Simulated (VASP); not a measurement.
# C (P6_3/mmc) in VASP: notebook

The runs below take C through single point, with PBE.

All numbers are computed with VASP 6.6.1; they aren't measurements. Logs are shortened: lines on timing, memory, paths and dates and some standing lists are left out, and cuts for length are marked.

**1. The cell of the first run**

Symmetry: P6_3/mmc, No. 194, hexagonal system. Conventional cell: a = 1.719 Å, b = 1.719 Å, c = 8.198 Å, α = 90.00°, β = 90.00°, γ = 120.00°. C (site symmetry -6m2) has 6 C at 1.72 Å within 2.3 Å.

**2. Single point, PBE**

The input, INCAR:

```
PREC = Accurate
ENCUT = 520
EDIFF = 1E-7
ISMEAR = -1
SIGMA = 0.1
LREAL = F
LASPH = T
NELM = 80
ALGO = Normal
ISIF = 2
LWAVE = F
LCHARG = F
GGA = PE
NBANDS = 11
```

The input, KPOINTS:

```
regular mesh
0
Gamma
  23 23 5
```

The input, POSCAR:

```
C
1.0
    1.7194884319      0.0000000000      0.0000000000
   -0.8597442159      1.4891206635      0.0000000000
    0.0000000000      0.0000000000      8.1983522284
C
2
Direct
    0.3333333333      0.6666666667      0.2500000000
    0.6666666667      0.3333333333      0.7500000000
```

Potentials or basis: VASP PAW PBE potentials, release 64 (C).

The run is started by

```bash
cat potpaw_PBE.64/C/POTCAR > POTCAR
mpirun -np 1 vasp_std > vasp.out
```

OUTCAR:

```text
PREC = Accurate
   ENCUT = 520
   EDIFF = 1E-7
   ISMEAR = -1
   LREAL = F
   LASPH = T
   NELM = 80
   ISIF = 2
   GGA = PE

 ion  position               nearest neighbor table
   1  0.333  0.667  0.250-
   2  0.667  0.333  0.750-

  LATTYP: Found a hexagonal cell.
 ALAT       =     1.7194884319
 C/A-ratio  =     4.7679019389

  Lattice vectors:

 A1 = (   1.7194884319,   0.0000000000,   0.0000000000)
 A2 = (  -0.8597442159,   1.4891206635,   0.0000000000)
 A3 = (   0.0000000000,   0.0000000000,   8.1983522284)

Analysis of symmetry for initial positions (statically):
=====================================================================
 Subroutine PRICEL returns:
 Original cell was already a primitive cell.

 Routine SETGRP: Setting up the symmetry group for a
 hexagonal supercell.

 Subroutine GETGRP returns: Found 24 space group operations
 (whereof 12 operations were pure point group operations)
 out of a pool of 24 trial point group operations.

The static configuration has the point symmetry D_3d.
 The point group associated with its full space group is D_6h.

Analysis of symmetry for dynamics (positions and initial velocities):
=====================================================================
 Subroutine PRICEL returns:
 Original cell was already a primitive cell.

 Routine SETGRP: Setting up the symmetry group for a
 hexagonal supercell.

 Subroutine GETGRP returns: Found 24 space group operations
 (whereof 12 operations were pure point group operations)
 out of a pool of 24 trial point group operations.

The dynamic configuration has the point symmetry D_3d.
 The point group associated with its full space group is D_6h.

 Subroutine INISYM returns: Found 24 space group operations
 (whereof 12 operations are pure point group operations),
 and found     1 'primitive' translations

----------------------------------------------------------------------------------------

                                     Primitive cell

  volume of cell :      20.9921

  direct lattice vectors                    reciprocal lattice vectors
     1.719488432  0.000000000  0.000000000     0.581568321  0.335768627  0.000000000
    -0.859744216  1.489120664  0.000000000     0.000000000  0.671537253  0.000000000
     0.000000000  0.000000000  8.198352228     0.000000000  0.000000000  0.121975730

[... 88 lines left out ...]
   NFREE  =      0    steps in history (QN), initial steepest desc. (CG)
   ISIF   =      2    stress and relaxation
   ISYM   =      2    0-nonsym 1-usesym 2-fastsym
   POTIM  = 0.5000    time-step for ionic-motion
   TEBEG  =    0.0;   TEEND  =   0.0 temperature during run
   PSTRESS=    0.0 pullay stress
   NELECT =       8.0000    total number of electrons
   NUPDOWN=      -1.0000    fix difference up-down
   EMIN   =  10.00;   EMAX   =-10.00  energy-range for DOS
   EFERMI =   0.00;   METHOD = LEGACY
   ISMEAR =    -1;   SIGMA  =   0.10  broadening in eV -4-tet -1-fermi 0-gaus
   EFERMI_NEDOS =   21; number of points for ismear=-14 and -15
   IALGO  =     38    algorithm
   IMIX   =      4    mixing-type and parameters
     AMIX     =   0.40;   BMIX     =  1.00
     AMIX_MAG =   1.60;   BMIX_MAG =  1.00
  volume/ion in A,a.u.               =      10.50        70.83
  Fermi-wavevector in a.u.,A,eV,Ry     =   1.186915  2.242944 19.167439  1.408767
  Thomas-Fermi vector in A             =   2.323077
   LORBIT       =      0    0 simple, 1 ext, 2 COOP (PROOUT), +10 PAW based schemes
   GGA     = PE    functional components
   LHFCALC =     F    Hartree Fock is set to
   AEXX    =    0.0000 exact exchange contribution
   IVDW    =     0    specifies the selected vdW correction
   LEPSILON=     F    determine dielectric tensor
   LRPA    =     F    only Hartree local field effects (RPA)
 non-spin polarized calculation
  energy-cutoff  :      520.00
  volume of cell :       20.99
 maximum number of plane-waves:       583
 NGX is ok and might be reduce to    14
   NGX =  7   NGY =  7   NGZ = 31

 number of electron       7.9999999 magnetization

 Free energy of the ion-electron system (eV)
  ---------------------------------------------------
  ext. energy  EPLUGINS =         0.00000000
  ---------------------------------------------------
  free energy    TOTEN  =       -10.58759798 eV

  energy without entropy =      -10.56796444  energy(sigma->0) =      -10.57778121

 E-fermi :   4.0579     XC(G=0):  -9.4177

 val. band max:        4.0576960937   @ k =   0.3043   0.1304   0.2000
 cond. band min:       4.0795916261   @ k =   0.3913  -0.0000   0.4000
 fundamental gap:      0.0218955324
 Fermi energy:         4.0579482759

 k-point     1 :       0.0000    0.0000    0.0000
  band No.  band energies     occupation
      1     -17.2073      2.00000
      2     -17.1636      2.00000
      3      -4.7331      2.00000
      4      -4.1454      2.00000
      5       6.8058      0.00000
      6      10.8130      0.00000
      7      14.6168      0.00000
      8      20.1804      0.00000
      9      20.1804      0.00000
     10      20.1848      0.00000
     11      20.1848      0.00000
[... 309 lines left out ...]
 k-point    24 :       0.0870    0.0870    0.0000
  band No.  band energies     occupation
      1     -16.0550      2.00000
      2     -16.0144      2.00000
      3      -3.3463      2.00000
      4      -2.7811      2.00000
      5       8.1808      0.00000
      6      12.2034      0.00000
      7      14.8016      0.00000
      8      16.9709      0.00000
      9      17.8472      0.00000
     10      17.8478      0.00000
     11      18.3553      0.00000

 [... further k-points ...]

------------------------ aborting loop because EDIFF is reached ----------------------------------------

  FORCE on cell =-STRESS in cart. coord.  units (eV):
  Direction    XX          YY          ZZ          XY          YZ          ZX
  --------------------------------------------------------------------------------------
  -------------------------------------------------------------------------------------
  Total       -0.0848018     -0.0848018     -0.0197752     -0.0000000     -0.0000000      0.0000000
  in kB       -6.4723208     -6.4723208     -1.5092973     -0.0000000     -0.0000000      0.0000000
  external PRESSURE =      -4.8179797 kB  Pullay stress =       0.0000000 kB

 VOLUME and BASIS-vectors are now :
 -----------------------------------------------------------------------------
  energy-cutoff  :      520.00
  volume of cell :       20.99
      direct lattice vectors                 reciprocal lattice vectors
     1.719488432  0.000000000  0.000000000     0.581568321  0.335768627  0.000000000
    -0.859744216  1.489120664  0.000000000     0.000000000  0.671537253  0.000000000
     0.000000000  0.000000000  8.198352228     0.000000000  0.000000000  0.121975730

 POSITION                                       TOTAL-FORCE (eV/Angst)
 -----------------------------------------------------------------------------------
     -0.00000      0.99275      2.04959        -0.000000      0.000000      0.000000
      0.85974      0.49637      6.14876         0.000000     -0.000000      0.000000
 -----------------------------------------------------------------------------------
    total drift:                               -0.000000      0.000000     -0.000000

  FREE ENERGIE OF THE ION-ELECTRON SYSTEM (eV)
  ---------------------------------------------------
  free  energy   TOTEN  =       -10.5875979806 eV

  energy  without entropy=      -10.5679644360  energy(sigma->0) =      -10.57778121
```

It took 23 s on 1 thread of Intel Xeon Platinum 8488C (Sapphire Rapids), shared host; peak memory 0.15 GiB.

Results:

| Quantity | Value |
| --- | --- |
| Free energy | -10.5876 eV |
| Pressure | -0.5 GPa |
| Band gap on the k mesh | zero (band 4 reaches 4.75 eV, above the bottom of band 5 at 3.85 eV) |

Stress tensor (GPa, compression positive):
```
-0.65  0.00  0.00
 0.00 -0.65  0.00
 0.00  0.00 -0.15
```

Levels at points of the mesh, in eV from the Fermi level:
| k point | band 1 | band 2 | band 3 | band 4 | band 5 | band 6 | band 7 | band 8 |
| --- | --- | --- | --- | --- | --- | --- | --- | --- |
| (0.00, 0.00, 0.00) | -21.27 | -21.22 | -8.79 | -8.20 | 2.75 | 6.76 | 10.56 | 16.12 |

Caveat: this functional lacks dispersion, which binds the layers, so the pressure and a relaxed spacing across them are unreliable.

**3. Single point, PBE (volume scaled by 1.04)**

The input, INCAR:

```
ALGO = Normal
EDIFF = 1E-6
ENCUT = 520
GGA = PE
ISIF = 2
ISMEAR = -1
LASPH = True
LCHARG = False
LREAL = False
LWAVE = False
NBANDS = 11
NELM = 100
PREC = Accurate
SIGMA = 0.1
```

The input, KPOINTS:

```
k-points
0
Gamma
  23 23 5
```

The input, POSCAR:

```
C
1.0
    1.7421158745      0.0000000000      0.0000000000
   -0.8710579372      1.5087166037      0.0000000000
    0.0000000000      0.0000000000      8.3062376561
C
2
Direct
    0.3333333333      0.6666666667      0.2500000000
    0.6666666667      0.3333333333      0.7500000000
```

Potentials or basis: VASP PAW PBE potentials, release 64 (C).

The run is started by

```bash
cat potpaw_PBE.64/C/POTCAR > POTCAR
mpirun -np 1 vasp_std > vasp.out
```

OUTCAR:

```text
EDIFF = 1E-6
   ENCUT = 520
   GGA = PE
   ISIF = 2
   ISMEAR = -1
   LASPH = True
   LREAL = False
   NELM = 100
   PREC = Accurate

 ion  position               nearest neighbor table
   1  0.333  0.667  0.250-
   2  0.667  0.333  0.750-

  LATTYP: Found a hexagonal cell.
 ALAT       =     1.7421158745
 C/A-ratio  =     4.7679019391

  Lattice vectors:

 A1 = (   1.7421158745,   0.0000000000,   0.0000000000)
 A2 = (  -0.8710579372,   1.5087166037,   0.0000000000)
 A3 = (   0.0000000000,   0.0000000000,   8.3062376561)

Analysis of symmetry for initial positions (statically):
=====================================================================
 Subroutine PRICEL returns:
 Original cell was already a primitive cell.

 Routine SETGRP: Setting up the symmetry group for a
 hexagonal supercell.

 Subroutine GETGRP returns: Found 24 space group operations
 (whereof 12 operations were pure point group operations)
 out of a pool of 24 trial point group operations.

The static configuration has the point symmetry D_3d.
 The point group associated with its full space group is D_6h.

Analysis of symmetry for dynamics (positions and initial velocities):
=====================================================================
 Subroutine PRICEL returns:
 Original cell was already a primitive cell.

 Routine SETGRP: Setting up the symmetry group for a
 hexagonal supercell.

 Subroutine GETGRP returns: Found 24 space group operations
 (whereof 12 operations were pure point group operations)
 out of a pool of 24 trial point group operations.

The dynamic configuration has the point symmetry D_3d.
 The point group associated with its full space group is D_6h.

 Subroutine INISYM returns: Found 24 space group operations
 (whereof 12 operations are pure point group operations),
 and found     1 'primitive' translations

----------------------------------------------------------------------------------------

                                     Primitive cell

  volume of cell :      21.8318

  direct lattice vectors                    reciprocal lattice vectors
     1.742115875  0.000000000  0.000000000     0.574014631  0.331407501  0.000000000
    -0.871057937  1.508716604  0.000000000     0.000000000  0.662815003  0.000000000
     0.000000000  0.000000000  8.306237656     0.000000000  0.000000000  0.120391451

  length of vectors
     1.742115875  1.742115875  8.306237656     0.662815003  0.662815003  0.120391451

  position of ions in fractional coordinates (direct lattice)
     0.333333333  0.666666667  0.250000000
     0.666666667  0.333333333  0.750000000

  ion indices of the primitive-cell ions
   primitive index   ion index
                 1           1
                 2           2

----------------------------------------------------------------------------------------

 KPOINTS: k-points

Automatic generation of k-mesh.
 Grid dimensions read from file:
 generate k-points for:   23   23    5

 Generating k-lattice:

  Cartesian coordinates                     Fractional coordinates (reciprocal lattice)
     0.024957158  0.014409022  0.000000000     0.043478261 -0.000000000  0.000000000
     0.000000000  0.028818044  0.000000000     0.000000000  0.043478261  0.000000000
     0.000000000  0.000000000  0.024078290     0.000000000  0.000000000  0.200000000

  Length of vectors
     0.028818044  0.028818044  0.024078290

  Shift w.r.t. Gamma in fractional coordinates (k-lattice)
     0.000000000  0.000000000  0.000000000

 Subroutine IBZKPT returns following result:
 ===========================================

 Found    168 irreducible k-points:

 Following reciprocal coordinates:
            Coordinates               Weight
  0.000000  0.000000  0.000000      1.000000
  0.043478  0.000000  0.000000      6.000000
  0.086957  0.000000  0.000000      6.000000
  0.130435 -0.000000  0.000000      6.000000
  0.173913  0.000000  0.000000      6.000000
  0.217391  0.000000  0.000000      6.000000
[... 16 lines left out ...]
  0.478261  0.043478  0.000000      6.000000
  0.086957  0.086957  0.000000      6.000000
 [... further k-points ...]
   k-points           NKPTS =    168   k-points in BZ     NKDIM =    168   number of bands    NBANDS=     11
   number of dos      NEDOS =    301   number of ions     NIONS =      2
   total plane-waves  NPLWV =  12544
   dimension x,y,z NGX =    14 NGY =   14 NGZ =   64
   dimension x,y,z NGXF=    28 NGYF=   28 NGZF=  128
   ions per type =               2
   NGX,Y,Z   is equivalent  to a cutoff of  13.36, 13.36, 12.81 a.u.
   NGXF,Y,Z  is equivalent  to a cutoff of  26.72, 26.72, 25.62 a.u.
 SYSTEM =  unknown system
   PREC   = accura    normal or accurate (medium, high low for compatibility)
   ISTART =      0    job   : 0-new  1-cont  2-samecut
   ICHARG =      2    charge: 1-file 2-atom 10-const
   ISPIN  =      1    spin polarized calculation?
   LNONCOLLINEAR =      F non collinear calculations
   LSORBIT =      F    spin-orbit coupling
   LASPH  =      T    aspherical Exc in radial PAW
   ENCUT  =  520.0 eV  38.22 Ry    6.18 a.u.   3.24  3.24 15.44*2*pi/ulx,y,z
   NELM   =    100;   NELMIN=  2; NELMDL= -5     # of ELM steps
   EDIFF  = 0.1E-05   stopping-criterion for ELM
   LREAL  =      F    real-space projection
   EDIFFG = 0.1E-04   stopping-criterion for IOM
   NSW    =      0    number of steps for IOM
   IBRION =     -1    ionic relax: 0-MD 1-quasi-New 2-CG
   NFREE  =      0    steps in history (QN), initial steepest desc. (CG)
   ISIF   =      2    stress and relaxation
   ISYM   =      2    0-nonsym 1-usesym 2-fastsym
   POTIM  = 0.5000    time-step for ionic-motion
   TEBEG  =    0.0;   TEEND  =   0.0 temperature during run
   PSTRESS=    0.0 pullay stress
   NELECT =       8.0000    total number of electrons
   NUPDOWN=      -1.0000    fix difference up-down
   EMIN   =  10.00;   EMAX   =-10.00  energy-range for DOS
   EFERMI =   0.00;   METHOD = LEGACY
   ISMEAR =    -1;   SIGMA  =   0.10  broadening in eV -4-tet -1-fermi 0-gaus
   EFERMI_NEDOS =   21; number of points for ismear=-14 and -15
   IALGO  =     38    algorithm
   IMIX   =      4    mixing-type and parameters
     AMIX     =   0.40;   BMIX     =  1.00
     AMIX_MAG =   1.60;   BMIX_MAG =  1.00
  volume/ion in A,a.u.               =      10.92        73.66
  Fermi-wavevector in a.u.,A,eV,Ry     =   1.171499  2.213812 18.672760  1.372409
  Thomas-Fermi vector in A             =   2.307942
   LORBIT       =      0    0 simple, 1 ext, 2 COOP (PROOUT), +10 PAW based schemes
   GGA     = PE    functional components
   LHFCALC =     F    Hartree Fock is set to
   AEXX    =    0.0000 exact exchange contribution
   IVDW    =     0    specifies the selected vdW correction
   LEPSILON=     F    determine dielectric tensor
   LRPA    =     F    only Hartree local field effects (RPA)
 non-spin polarized calculation
  energy-cutoff  :      520.00
  volume of cell :       21.83
 maximum number of plane-waves:       613
 NGX is ok and might be reduce to    14
   NGX =  7   NGY =  7   NGZ = 31

 number of electron       7.9999999 magnetization

 Free energy of the ion-electron system (eV)
  ---------------------------------------------------
  ext. energy  EPLUGINS =         0.00000000
  ---------------------------------------------------
  free energy    TOTEN  =       -10.57746894 eV

  energy without entropy =      -10.55340441  energy(sigma->0) =      -10.56543668

 E-fermi :   3.6253     XC(G=0):  -9.2606

 val. band max:        3.5774678201   @ k =   0.3478   0.3043   0.0000
 cond. band min:       3.6408962454   @ k =   0.3043   0.1304   0.4000
 fundamental gap:      0.0634284253
 Fermi energy:         3.6253396540

 k-point     1 :       0.0000    0.0000    0.0000
  band No.  band energies     occupation
      1     -17.1059      2.00000
      2     -17.0654      2.00000
      3      -4.7437      2.00000
      4      -4.1863      2.00000
      5       6.5761      0.00000
      6      10.4393      0.00000
      7      14.1679      0.00000
      8      19.1714      0.00000
      9      19.1714      0.00000
     10      19.1722      0.00000
     11      19.1722      0.00000
[... 309 lines left out ...]
 k-point    24 :       0.0870    0.0870    0.0000
  band No.  band energies     occupation
      1     -15.9752      2.00000
      2     -15.9377      2.00000
      3      -3.3994      2.00000
      4      -2.8641      2.00000
      5       7.9186      0.00000
      6      11.7896      0.00000
      7      14.2364      0.00000
      8      16.0614      0.00000
      9      16.9559      0.00000
     10      16.9569      0.00000
     11      17.5050      0.00000

 [... further k-points ...]

------------------------ aborting loop because EDIFF is reached ----------------------------------------

  FORCE on cell =-STRESS in cart. coord.  units (eV):
  Direction    XX          YY          ZZ          XY          YZ          ZX
  --------------------------------------------------------------------------------------
  -------------------------------------------------------------------------------------
  Total       -0.6160549     -0.6160549     -0.0271405     -0.0000000      0.0000000      0.0000000
  in kB      -45.2106725    -45.2106725     -1.9917709     -0.0000000      0.0000000      0.0000000
  external PRESSURE =     -30.8043720 kB  Pullay stress =       0.0000000 kB

 VOLUME and BASIS-vectors are now :
 -----------------------------------------------------------------------------
  energy-cutoff  :      520.00
  volume of cell :       21.83
      direct lattice vectors                 reciprocal lattice vectors
     1.742115875  0.000000000  0.000000000     0.574014631  0.331407501  0.000000000
    -0.871057937  1.508716604  0.000000000     0.000000000  0.662815003  0.000000000
     0.000000000  0.000000000  8.306237656     0.000000000  0.000000000  0.120391451

 POSITION                                       TOTAL-FORCE (eV/Angst)
 -----------------------------------------------------------------------------------
     -0.00000      1.00581      2.07656         0.000000     -0.000000      0.000000
      0.87106      0.50291      6.22968        -0.000000      0.000000      0.000000
 -----------------------------------------------------------------------------------
    total drift:                                0.000000     -0.000000      0.000000

  FREE ENERGIE OF THE ION-ELECTRON SYSTEM (eV)
  ---------------------------------------------------
  free  energy   TOTEN  =       -10.5774689419 eV

  energy  without entropy=      -10.5534044100  energy(sigma->0) =      -10.56543668
```

stdout:

```text
POSCAR found type information on POSCAR C
 POSCAR found :  1 types and       2 ions
 scaLAPACK will be used
 LDA part: xc-table for (Slater+PW92), standard interpolation
 POSCAR, INCAR and KPOINTS ok, starting setup
 FFT: planning ... GRIDC
 FFT: planning ... GRID_SOFT
 FFT: planning ... GRID
 WAVECAR not read
 entering main loop
```

Run time: 21 s. Hardware: 1 thread of Intel Xeon Platinum 8488C (Sapphire Rapids), shared host; peak memory 0.14 GiB.

What came out:

```yaml
Free_energy: -10.5775 eV
Pressure: -3.1 GPa
Band_gap_on_the_k_mesh: zero (band 4 reaches 4.35 eV, above the bottom of band 5 at 3.40 eV)
```

Levels at points of the mesh, in eV from the Fermi level:
| k point | band 2 | band 3 | band 4 | band 5 | band 6 | band 7 |
| --- | --- | --- | --- | --- | --- | --- |
| (0.00, 0.00, 0.00) | -20.69 | -8.37 | -7.81 | 2.95 | 6.81 | 10.54 |

Caveat: this functional lacks dispersion, which binds the layers, so the pressure and a relaxed spacing across them are unreliable.
